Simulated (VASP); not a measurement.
Here is a VASP 6.6.1 calculation.

Contents of INCAR:

```
SYSTEM = HfO2
ALGO     = Normal         ! electronic algorithm
EDIFF    = 1E-6           ! SCF threshold, eV
ENCUT    = 700            ! plane-wave cutoff, eV
GGA      = PS             ! functional
GGA_COMPAT= .FALSE.      
ISIF     = 2              ! what is computed and relaxed
ISMEAR   = 0              ! smearing method
ISYM     = -1           
LASPH    = .TRUE.         ! aspherical terms in the spheres
LCHARG   = .FALSE.        ! write CHGCAR
LREAL    = .FALSE.        ! projectors in reciprocal space
LWAVE    = .FALSE.        ! write WAVECAR
NBANDS   = 18             ! bands
NELM     = 120            ! most SCF steps
PREC     = Accurate       ! precision mode
SIGMA    = 0.02           ! smearing width, eV
```

Contents of KPOINTS:

```
explicit points
256
Reciprocal
  0.06250000   0.06250000   0.06250000 2
  0.06250000   0.06250000   0.18750000 2
  0.06250000   0.06250000   0.31250000 2
  0.06250000   0.06250000   0.43750000 2
  0.06250000   0.06250000   0.56250000 2
  0.06250000   0.06250000   0.68750000 2
[... 248 lines left out ...]
  0.43750000   0.93750000   0.81250000 2
  0.43750000   0.93750000   0.93750000 2
```

POSCAR

```
HfO2
1.0
    0.0000000000      2.5220673945      2.5220673945
    2.5220673945      0.0000000000      2.5220673945
    2.5220673945      2.5220673945      0.0000000000
Hf O
1 2
Direct
    0.0000000000      0.0000000000      0.0000000000
    0.2500000000      0.2500000000      0.2500000000
    0.7500000000      0.7500000000      0.7500000000
```

Potentials or basis: VASP PAW PBE potentials, release 64 (Hf_pv, O).

The run is started by

```sh
$ cat potpaw_PBE.64/Hf_pv/POTCAR potpaw_PBE.64/O/POTCAR > POTCAR
$ mpirun -np 1 vasp_std > vasp.out
```

Task: What does it give for the band gap on the k mesh?

Result: 3.89 eV.

Task: What does it give for the pressure?

Result: -4.0 GPa.

Caveat: the cell stands under tension; the PAW data sets were made with another functional, which shifts forces and pressure a little; spin-orbit coupling is left out, which moves the levels of the heavy elements; a shifted mesh leaves out Γ, where band edges can lie. As with any semilocal functional, this PBEsol gap is likely too small.
